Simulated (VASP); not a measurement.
# Te (R-3m) in VASP: notebook, part 2 of 3

VASP 6.6.1. The steps go on from the part before.

## (3) Single point, PBEsol (28.68 Å³/atom)

Input file INCAR:

```
PREC = Accurate ; ENCUT = 520
EDIFF = 1E-6 ; ISMEAR = 0
SIGMA = 0.15 ; LREAL = F
LASPH = T ; NELM = 60
ALGO = Normal ; ISIF = 2
LWAVE = F ; LCHARG = F
GGA = PS ; NBANDS = 9
```

Input file KPOINTS:

```
Automatic mesh
0
Gamma
  15 15 15
```

Input file POSCAR:

```
Te
1.0
    2.1502935116      1.2414725378      1.7907644364
   -2.1502935116      1.2414725378      1.7907644364
    0.0000000000     -2.4829450755      1.7907644365
Te
1
Direct
    0.5000000000      0.5000000000      0.5000000000
```

Potentials or basis: VASP PAW PBE potentials, release 64 (Te).

Launch:

```
cat potpaw_PBE.64/Te/POTCAR > POTCAR
mpirun -np 1 vasp_std > vasp.out
```

OUTCAR:

```text
PREC = Accurate
   ENCUT = 520
   EDIFF = 1E-6
   ISMEAR = 0
   LREAL = F
   LASPH = T
   NELM = 60
   ISIF = 2
   GGA = PS

 ion  position               nearest neighbor table
   1  0.500  0.500  0.500-

  LATTYP: Found a trigonal (rhomboedric) cell.
 ALAT       =     3.0613483165
 COS(alpha) =     0.0132662277

  Lattice vectors:

 A1 = (   2.1502935116,   1.2414725378,   1.7907644364)
 A2 = (  -2.1502935116,   1.2414725378,   1.7907644364)
 A3 = (   0.0000000000,  -2.4829450755,   1.7907644365)

Analysis of symmetry for initial positions (statically):
=====================================================================
 Subroutine PRICEL returns:
 Original cell was already a primitive cell.

 Routine SETGRP: Setting up the symmetry group for a
 trigonal (rhombohedral) supercell.

 Subroutine GETGRP returns: Found 12 space group operations
 (whereof 12 operations were pure point group operations)
 out of a pool of 12 trial point group operations.

The static configuration has the point symmetry D_3d.

Analysis of symmetry for dynamics (positions and initial velocities):
=====================================================================
 Subroutine PRICEL returns:
 Original cell was already a primitive cell.

 Routine SETGRP: Setting up the symmetry group for a
 trigonal (rhombohedral) supercell.

 Subroutine GETGRP returns: Found 12 space group operations
 (whereof 12 operations were pure point group operations)
 out of a pool of 12 trial point group operations.

The dynamic configuration has the point symmetry D_3d.

 Subroutine INISYM returns: Found 12 space group operations
 (whereof 12 operations are pure point group operations),
 and found     1 'primitive' translations

----------------------------------------------------------------------------------------

                                     Primitive cell

  volume of cell :      28.6830

  direct lattice vectors                    reciprocal lattice vectors
     2.150293512  1.241472538  1.790764436     0.232526396  0.134249177  0.186140246
    -2.150293512  1.241472538  1.790764436    -0.232526396  0.134249177  0.186140246
     0.000000000 -2.482945075  1.790764436     0.000000000 -0.268498354  0.186140246

  length of vectors
     3.061348316  3.061348316  3.061348317     0.326710204  0.326710204  0.326710204

  position of ions in fractional coordinates (direct lattice)
     0.500000000  0.500000000  0.500000000

  ion indices of the primitive-cell ions
   primitive index   ion index
                 1           1

----------------------------------------------------------------------------------------

 KPOINTS: Automatic mesh

Automatic generation of k-mesh.
 Grid dimensions read from file:
 generate k-points for:   15   15   15

 Generating k-lattice:

  Cartesian coordinates                     Fractional coordinates (reciprocal lattice)
     0.015501760  0.008949945  0.012409350     0.066666667  0.000000000  0.000000000
    -0.015501760  0.008949945  0.012409350     0.000000000  0.066666667  0.000000000
     0.000000000 -0.017899890  0.012409350    -0.000000000 -0.000000000  0.066666667

  Length of vectors
     0.021780680  0.021780680  0.021780680

  Shift w.r.t. Gamma in fractional coordinates (k-lattice)
     0.000000000  0.000000000  0.000000000

 Subroutine IBZKPT returns following result:
 ===========================================

 Found    344 irreducible k-points:

 Following reciprocal coordinates:
            Coordinates               Weight
  0.000000  0.000000  0.000000      1.000000
  0.066667 -0.000000 -0.000000      6.000000
  0.133333 -0.000000  0.000000      6.000000
  0.200000 -0.000000 -0.000000      6.000000
  0.266667 -0.000000  0.000000      6.000000
  0.333333 -0.000000  0.000000      6.000000
[... 16 lines left out ...]
  0.133333  0.133333  0.000000      6.000000
  0.200000  0.133333  0.000000     12.000000
 [... further k-points ...]
   k-points           NKPTS =    344   k-points in BZ     NKDIM =    344   number of bands    NBANDS=      9
   number of dos      NEDOS =    301   number of ions     NIONS =      1
   total plane-waves  NPLWV =  13824
   dimension x,y,z NGX =    24 NGY =   24 NGZ =   24
   dimension x,y,z NGXF=    48 NGYF=   48 NGZF=   48
   ions per type =               1
   NGX,Y,Z   is equivalent  to a cutoff of  13.03, 13.03, 13.03 a.u.
   NGXF,Y,Z  is equivalent  to a cutoff of  26.07, 26.07, 26.07 a.u.
 SYSTEM =  unknown system
   PREC   = accura    normal or accurate (medium, high low for compatibility)
   ISTART =      0    job   : 0-new  1-cont  2-samecut
   ICHARG =      2    charge: 1-file 2-atom 10-const
   ISPIN  =      1    spin polarized calculation?
   LNONCOLLINEAR =      F non collinear calculations
   LSORBIT =      F    spin-orbit coupling
   LASPH  =      T    aspherical Exc in radial PAW
   ENCUT  =  520.0 eV  38.22 Ry    6.18 a.u.   5.69  5.69  5.69*2*pi/ulx,y,z
   NELM   =     60;   NELMIN=  2; NELMDL= -5     # of ELM steps
   EDIFF  = 0.1E-05   stopping-criterion for ELM
   LREAL  =      F    real-space projection
   EDIFFG = 0.1E-04   stopping-criterion for IOM
   NSW    =      0    number of steps for IOM
   IBRION =     -1    ionic relax: 0-MD 1-quasi-New 2-CG
   NFREE  =      0    steps in history (QN), initial steepest desc. (CG)
   ISIF   =      2    stress and relaxation
   ISYM   =      2    0-nonsym 1-usesym 2-fastsym
   POTIM  = 0.5000    time-step for ionic-motion
   TEBEG  =    0.0;   TEEND  =   0.0 temperature during run
   PSTRESS=    0.0 pullay stress
   NELECT =       6.0000    total number of electrons
   NUPDOWN=      -1.0000    fix difference up-down
   EMIN   =  10.00;   EMAX   =-10.00  energy-range for DOS
   EFERMI =   0.00;   METHOD = LEGACY
   ISMEAR =     0;   SIGMA  =   0.15  broadening in eV -4-tet -1-fermi 0-gaus
   EFERMI_NEDOS =   21; number of points for ismear=-14 and -15
   IALGO  =     38    algorithm
   IMIX   =      4    mixing-type and parameters
     AMIX     =   0.40;   BMIX     =  1.00
     AMIX_MAG =   1.60;   BMIX_MAG =  1.00
  volume/ion in A,a.u.               =      28.68       193.56
  Fermi-wavevector in a.u.,A,eV,Ry     =   0.971815  1.836465 12.849681  0.944425
  Thomas-Fermi vector in A             =   2.102063
   LORBIT       =      0    0 simple, 1 ext, 2 COOP (PROOUT), +10 PAW based schemes
   GGA     = PS    functional components
   LHFCALC =     F    Hartree Fock is set to
   AEXX    =    0.0000 exact exchange contribution
   IVDW    =     0    specifies the selected vdW correction
   LEPSILON=     F    determine dielectric tensor
   LRPA    =     F    only Hartree local field effects (RPA)
 non-spin polarized calculation
 Gauss-broadening in eV      SIGMA  =   0.15
  energy-cutoff  :      520.00
  volume of cell :       28.68
 maximum number of plane-waves:       786
   NGX = 11   NGY = 11   NGZ = 11

 number of electron       6.0000001 magnetization

 Free energy of the ion-electron system (eV)
  ---------------------------------------------------
  ext. energy  EPLUGINS =         0.00000000
  ---------------------------------------------------
  free energy    TOTEN  =        -3.46922334 eV

  energy without entropy =       -3.46435344  energy(sigma->0) =       -3.46678839

 E-fermi :   8.1220     XC(G=0):  -9.9968

 val. band max:        8.0817517038   @ k =  -0.2667   0.1333   0.0667
 cond. band min:       8.1237827734   @ k =   0.2667   0.1333  -0.0000
 fundamental gap:      0.0420310696
 Fermi energy:         8.1219777734

 k-point     1 :       0.0000    0.0000    0.0000
  band No.  band energies     occupation
      1      -6.5925      2.00000
      2       9.4203      0.00000
      3       9.4203      0.00000
      4       9.5127      0.00000
      5      14.0026      0.00000
      6      14.0026      0.00000
      7      14.9922      0.00000
      8      26.4844      0.00000
      9      26.5513      0.00000

 k-point     2 :       0.0667   -0.0000   -0.0000
  band No.  band energies     occupation
      1      -6.5308      2.00000
      2       8.6916      0.00000
      3       9.4778      0.00000
      4       9.5413      0.00000
      5      14.0560      0.00000
      6      14.4605      0.00000
      7      15.4585      0.00000
      8      25.1716      0.00000
      9      25.2555      0.00000
[... 253 lines left out ...]
 k-point    24 :       0.2000    0.1333    0.0000
  band No.  band energies     occupation
      1      -5.8129      2.00000
      2       5.8440      2.00000
      3       7.7581      1.99940
      4      10.1618      0.00000
      5      14.9988      0.00000
      6      17.2115      0.00000
      7      18.6549      0.00000
      8      20.2642      0.00000
      9      22.6502      0.00000

 [... further k-points ...]

------------------------ aborting loop because EDIFF is reached ----------------------------------------

  FORCE on cell =-STRESS in cart. coord.  units (eV):
  Direction    XX          YY          ZZ          XY          YZ          ZX
  --------------------------------------------------------------------------------------
  -------------------------------------------------------------------------------------
  Total        1.0708979      1.0708979      1.1292717      0.0000000     -0.0000000      0.0000000
  in kB       59.8183028     59.8183028     63.0789488      0.0000000     -0.0000000      0.0000000
  external PRESSURE =      60.9051848 kB  Pullay stress =       0.0000000 kB

 VOLUME and BASIS-vectors are now :
 -----------------------------------------------------------------------------
  energy-cutoff  :      520.00
  volume of cell :       28.68
      direct lattice vectors                 reciprocal lattice vectors
     2.150293512  1.241472538  1.790764436     0.232526396  0.134249177  0.186140246
    -2.150293512  1.241472538  1.790764436    -0.232526396  0.134249177  0.186140246
     0.000000000 -2.482945075  1.790764436     0.000000000 -0.268498354  0.186140246

 POSITION                                       TOTAL-FORCE (eV/Angst)
 -----------------------------------------------------------------------------------
      0.00000      0.00000      2.68615         0.000000      0.000000      0.000000
 -----------------------------------------------------------------------------------
    total drift:                                0.000000      0.000000     -0.000000

  FREE ENERGIE OF THE ION-ELECTRON SYSTEM (eV)
  ---------------------------------------------------
  free  energy   TOTEN  =        -3.4692233357 eV

  energy  without entropy=       -3.4643534435  energy(sigma->0) =       -3.46678839
```

stdout:

```text
POSCAR found type information on POSCAR Te
 POSCAR found :  1 types and       1 ions
 scaLAPACK will be used
 -----------------------------------------------------------------------------
|                                                                             |
|                                                                             |
|     You enforced a specific xc type in the INCAR file but a different       |
|     I HOPE YOU KNOW WHAT YOU ARE DOING!                                     |
|                                                                             |
 -----------------------------------------------------------------------------

 LDA part: xc-table for (Slater+PW92), standard interpolation
 POSCAR, INCAR and KPOINTS ok, starting setup
 FFT: planning ... GRIDC
 FFT: planning ... GRID_SOFT
 FFT: planning ... GRID
 WAVECAR not read
 entering main loop
```

Wall time 48 s (1 thread of Intel Xeon 8259CL, shared host); peak memory 0.2 GiB.

What came out:

```yaml
Free_energy: -3.4692 eV
Pressure: 6.1 GPa
Band_gap_on_the_k_mesh: zero (bands 3 and 4 overlap by 6.36 eV)
```

Caveat: the cell stands under pressure; the PAW data sets were made with another functional, which shifts forces and pressure a little; spin-orbit coupling is left out, which moves the levels of the heavy elements.

[end of part 2 of 3]
